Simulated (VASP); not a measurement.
# BN (P6_3/mmc) in VASP: a series of runs, part 2 of 3

VASP 6.6.1. Earlier steps stand in the parts before.

### 3 Electric field gradients, PBE (volume scaled by 1.06)

File INCAR:

```
SYSTEM = BN
  PREC = Accurate
  ENCUT = 520
  EDIFF = 1E-8
  ISMEAR = -1
  SIGMA = 0.02
  LREAL = .FALSE.
  LASPH = .TRUE.
  NELM = 100
  ALGO = Normal
  ISIF = 2
  LWAVE = .FALSE.
  LCHARG = .FALSE.
  GGA = PE
  LEFG = .TRUE.
  NBANDS = 16
```

File KPOINTS:

```
regular mesh
0
G
  11 11 4
  0 0 0
```

File POSCAR:

```
BN
1.0
    2.5531020489      0.0000000000      0.0000000000
   -1.2765510245      2.2110512328      0.0000000000
    0.0000000000      0.0000000000      6.7918449327
B N
2 2
Direct
    0.3333333333      0.6666666667      0.2500000000
    0.6666666667      0.3333333333      0.7500000000
    0.3333333333      0.6666666667      0.7500000000
    0.6666666667      0.3333333333      0.2500000000
```

Potentials or basis: VASP PAW PBE potentials, release 64 (B, N).

Command:

```
$ cat potpaw_PBE.64/B/POTCAR potpaw_PBE.64/N/POTCAR > POTCAR
$ mpirun -np 1 vasp_std > vasp.out
```

OUTCAR:

```text
SYSTEM = BN
   PREC = Accurate
   ENCUT = 520
   EDIFF = 1E-8
   ISMEAR = -1
   LREAL = .FALSE.
   LASPH = .TRUE.
   NELM = 100
   ISIF = 2
   GGA = PE

 ion  position               nearest neighbor table
   1  0.333  0.667  0.250-   4 1.47   4 1.47   4 1.47
   2  0.667  0.333  0.750-   3 1.47   3 1.47   3 1.47
   3  0.333  0.667  0.750-   2 1.47   2 1.47   2 1.47
   4  0.667  0.333  0.250-   1 1.47   1 1.47   1 1.47

  LATTYP: Found a hexagonal cell.
 ALAT       =     2.5531020489
 C/A-ratio  =     2.6602324555

  Lattice vectors:

 A1 = (   2.5531020489,   0.0000000000,   0.0000000000)
 A2 = (  -1.2765510245,   2.2110512328,   0.0000000000)
 A3 = (   0.0000000000,   0.0000000000,   6.7918449327)

Analysis of symmetry for initial positions (statically):
=====================================================================
 Subroutine PRICEL returns:
 Original cell was already a primitive cell.

 Routine SETGRP: Setting up the symmetry group for a
 hexagonal supercell.

 Subroutine GETGRP returns: Found 24 space group operations
 (whereof 12 operations were pure point group operations)
 out of a pool of 24 trial point group operations.

The static configuration has the point symmetry D_3d.
 The point group associated with its full space group is D_6h.

Analysis of symmetry for dynamics (positions and initial velocities):
=====================================================================
 Subroutine PRICEL returns:
 Original cell was already a primitive cell.

 Routine SETGRP: Setting up the symmetry group for a
 hexagonal supercell.

 Subroutine GETGRP returns: Found 24 space group operations
 (whereof 12 operations were pure point group operations)
 out of a pool of 24 trial point group operations.

The dynamic configuration has the point symmetry D_3d.
 The point group associated with its full space group is D_6h.

 Subroutine INISYM returns: Found 24 space group operations
 (whereof 12 operations are pure point group operations),
 and found     1 'primitive' translations

----------------------------------------------------------------------------------------

                                     Primitive cell

  volume of cell :      38.3402

  direct lattice vectors                    reciprocal lattice vectors
     2.553102049  0.000000000  0.000000000     0.391680388  0.226136777  0.000000000
    -1.276551025  2.211051233  0.000000000     0.000000000  0.452273554  0.000000000
     0.000000000  0.000000000  6.791844933     0.000000000  0.000000000  0.147235399

  length of vectors
     2.553102049  2.553102049  6.791844933     0.452273554  0.452273554  0.147235399

  position of ions in fractional coordinates (direct lattice)
     0.333333333  0.666666667  0.250000000
     0.666666667  0.333333333  0.750000000
     0.333333333  0.666666667  0.750000000
     0.666666667  0.333333333  0.250000000

  ion indices of the primitive-cell ions
   primitive index   ion index
                 1           1
                 2           2
                 3           3
[... 83 lines left out ...]
   PSTRESS=    0.0 pullay stress
   NELECT =      16.0000    total number of electrons
   NUPDOWN=      -1.0000    fix difference up-down
   EMIN   =  10.00;   EMAX   =-10.00  energy-range for DOS
   EFERMI =   0.00;   METHOD = LEGACY
   ISMEAR =    -1;   SIGMA  =   0.02  broadening in eV -4-tet -1-fermi 0-gaus
   EFERMI_NEDOS =   21; number of points for ismear=-14 and -15
   IALGO  =     38    algorithm
   IMIX   =      4    mixing-type and parameters
     AMIX     =   0.40;   BMIX     =  1.00
     AMIX_MAG =   1.60;   BMIX_MAG =  1.00
  volume/ion in A,a.u.               =       9.59        64.68
  Fermi-wavevector in a.u.,A,eV,Ry     =   1.223385  2.311863 20.363452  1.496672
  Thomas-Fermi vector in A             =   2.358498
   LORBIT       =      0    0 simple, 1 ext, 2 COOP (PROOUT), +10 PAW based schemes
   GGA     = PE    functional components
   LHFCALC =     F    Hartree Fock is set to
   AEXX    =    0.0000 exact exchange contribution
   IVDW    =     0    specifies the selected vdW correction
   LEPSILON=     F    determine dielectric tensor
   LRPA    =     F    only Hartree local field effects (RPA)
 non-spin polarized calculation
  energy-cutoff  :      520.00
  volume of cell :       38.34
 maximum number of plane-waves:      1046
 NGX is ok and might be reduce to    20
   NGX =  9   NGY =  9   NGZ = 25

 number of electron      16.0000003 magnetization

 Free energy of the ion-electron system (eV)
  ---------------------------------------------------
  ext. energy  EPLUGINS =         0.00000000
  ---------------------------------------------------
  free energy    TOTEN  =       -35.11054169 eV

  energy without entropy =      -35.11054169  energy(sigma->0) =      -35.11054169

 E-fermi :   2.3959     XC(G=0):  -9.8039

 val. band max:        1.8802565471   @ k =   0.3636   0.2727   0.0000
 cond. band min:       6.1317206093   @ k =   0.4545   0.0909   0.0000
 fundamental gap:      4.2514640622
 Fermi energy:         2.3959353945

 k-point     1 :       0.0000    0.0000    0.0000
  band No.  band energies     occupation
      1     -15.5834      2.00000
      2     -15.3312      2.00000
      3      -3.9857      2.00000
      4      -2.0456      2.00000
      5       0.4592      2.00000
      6       0.4592      2.00000
[... 433 lines left out ...]
      3      -2.8294      2.00000
      4      -2.7952      2.00000
      5      -2.2999      2.00000
      6      -1.2476      2.00000
[... 8 lines left out ...]
     15      15.9735      0.00000
     16      16.1473      0.00000

 [... further k-points ...]
[... 5 lines left out ...]
  --------------------------------------------------------------------------------------
  -------------------------------------------------------------------------------------
  Total       -3.7000751     -3.7000751      0.4807837      0.0000000     -0.0000000      0.0000000
  in kB     -154.6202520   -154.6202520     20.0911847      0.0000000     -0.0000000      0.0000000
  external PRESSURE =     -96.3831064 kB  Pullay stress =       0.0000000 kB

 VOLUME and BASIS-vectors are now :
 -----------------------------------------------------------------------------
  energy-cutoff  :      520.00
  volume of cell :       38.34
      direct lattice vectors                 reciprocal lattice vectors
     2.553102049  0.000000000  0.000000000     0.391680388  0.226136777  0.000000000
    -1.276551025  2.211051233  0.000000000     0.000000000  0.452273554  0.000000000
     0.000000000  0.000000000  6.791844933     0.000000000  0.000000000  0.147235399

 POSITION                                       TOTAL-FORCE (eV/Angst)
 -----------------------------------------------------------------------------------
     -0.00000      1.47403      1.69796         0.000000     -0.000000      0.000000
      1.27655      0.73702      5.09388        -0.000000      0.000000      0.000000
     -0.00000      1.47403      5.09388        -0.000000      0.000000      0.000000
      1.27655      0.73702      1.69796         0.000000     -0.000000      0.000000
 -----------------------------------------------------------------------------------
    total drift:                               -0.000000      0.000000      0.000000

  FREE ENERGIE OF THE ION-ELECTRON SYSTEM (eV)
  ---------------------------------------------------
  free  energy   TOTEN  =       -35.1105416929 eV

  energy  without entropy=      -35.1105416929  energy(sigma->0) =      -35.11054169

 Electric field gradients (V/A^2)
---------------------------------------------------------------------
 ion       V_xx      V_yy      V_zz      V_xy      V_xz      V_yz
---------------------------------------------------------------------
   1     -16.846   -16.846    33.693     0.000    -0.000     0.000
   2     -16.846   -16.846    33.693     0.000     0.000    -0.000
   3       2.175     2.174    -4.348    -0.001    -0.000     0.000
   4       2.175     2.174    -4.348    -0.001     0.000    -0.000
---------------------------------------------------------------------

 Electric field gradients after diagonalization (V/A^2)
 (convention: |V_zz| > |V_xx| > |V_yy|)
----------------------------------------------------------------------
 ion       V_xx      V_yy      V_zz     asymmetry (V_yy - V_xx)/ V_zz
----------------------------------------------------------------------
   1     -16.846   -16.846    33.693       0.000
   2     -16.846   -16.846    33.693       0.000
   3       2.176     2.173    -4.348       0.001
   4       2.176     2.173    -4.348       0.001
----------------------------------------------------------------------

           NMR quadrupolar parameters

 Cq : quadrupolar parameter    Cq=e*Q*V_zz/h
 eta: asymmetry parameters     (V_yy - V_xx)/ V_zz
 Q  : nuclear electric quadrupole moment in mb (millibarn)
----------------------------------------------------------------------
 ion       Cq(MHz)       eta       Q (mb)
----------------------------------------------------------------------
   1       0.081       0.000       1.000
   2       0.081       0.000       1.000
   3      -0.011       0.001       1.000
   4      -0.011       0.001       1.000
----------------------------------------------------------------------
```

OSZICAR:

```text
N       E                     dE             d eps       ncg     rms          rms(c)
DAV:   1     0.459462763332E+02    0.45946E+02   -0.77641E+03  1536   0.909E+02
DAV:   2    -0.349733144257E+02   -0.80920E+02   -0.73550E+02  2088   0.216E+02
DAV:   3    -0.383026688066E+02   -0.33294E+01   -0.33155E+01  2008   0.429E+01
DAV:   4    -0.383254976906E+02   -0.22829E-01   -0.22825E-01  1912   0.394E+00
DAV:   5    -0.383257141176E+02   -0.21643E-03   -0.21642E-03  2000   0.367E-01    0.108E+01
DAV:   6    -0.353980938082E+02    0.29276E+01   -0.50829E+00  1976   0.171E+01    0.476E+00
DAV:   7    -0.351822262994E+02    0.21587E+00   -0.48461E-01  2064   0.511E+00    0.305E+00
DAV:   8    -0.351144723479E+02    0.67754E-01   -0.22680E-01  1976   0.311E+00    0.475E-01
DAV:   9    -0.351094587926E+02    0.50136E-02   -0.14777E-02  1768   0.982E-01    0.180E-01
DAV:  10    -0.351104233607E+02   -0.96457E-03   -0.14552E-03  1776   0.284E-01    0.365E-02
DAV:  11    -0.351105307983E+02   -0.10744E-03   -0.10545E-04  1944   0.827E-02    0.242E-02
DAV:  12    -0.351105413547E+02   -0.10556E-04   -0.29675E-05  1680   0.382E-02    0.315E-03
DAV:  13    -0.351105415604E+02   -0.20570E-06   -0.81817E-07  2128   0.676E-03    0.948E-04
DAV:  14    -0.351105416919E+02   -0.13150E-06   -0.18011E-07  1632   0.279E-03    0.240E-04
DAV:  15    -0.351105416929E+02   -0.97066E-09   -0.20451E-09  1760   0.364E-04
   1 F= -.35110542E+02 E0= -.35110542E+02  d E =-.135118E-12
```

stdout:

```text
POSCAR found type information on POSCAR B N
 POSCAR found :  2 types and       4 ions
 scaLAPACK will be used
 LDA part: xc-table for (Slater+PW92), standard interpolation
 POSCAR, INCAR and KPOINTS ok, starting setup
 FFT: planning ... GRIDC
 FFT: planning ... GRID_SOFT
 FFT: planning ... GRID
 WAVECAR not read
 entering main loop
ion   1

ion   2

ion   3

ion   4
```

It took 14 s on 1 thread of Intel Xeon 6975P-C (Granite Rapids), shared host; peak memory 0.16 GiB.

What came out:

```
Free energy            : -35.1105 eV
Pressure               : -9.6 GPa
Band gap on the k mesh : 4.25 eV, indirect (least direct gap 4.53 eV)
```

Levels at points of the mesh, in eV from the valence-band top:
```
           k point  band 6  band 7  band 8  band 9  band 10  band 11
(0.00, 0.00, 0.00)   -1.42   -1.39   -1.39    5.09     9.83    11.05
(0.00, 0.00, 0.50)   -1.40   -1.40   -1.40    7.26     7.26    11.10
```

Electric field gradients, principal values (V/Å²):
| atom | least | middle | greatest (by size) |
| --- | --- | --- | --- |
| 1 B | -16.846 | -16.846 | 33.693 |
| 2 B | -16.846 | -16.846 | 33.693 |
| 3 N | 2.173 | 2.176 | -4.348 |
| 4 N | 2.173 | 2.176 | -4.348 |

Caveat: without QUAD_EFG the Cq values of the log hold for a quadrupole moment of 1 mb, not for the nuclei; this functional lacks dispersion, which binds the layers, so the pressure and a relaxed spacing across them are unreliable.

(Continued in part 3 of 3.)
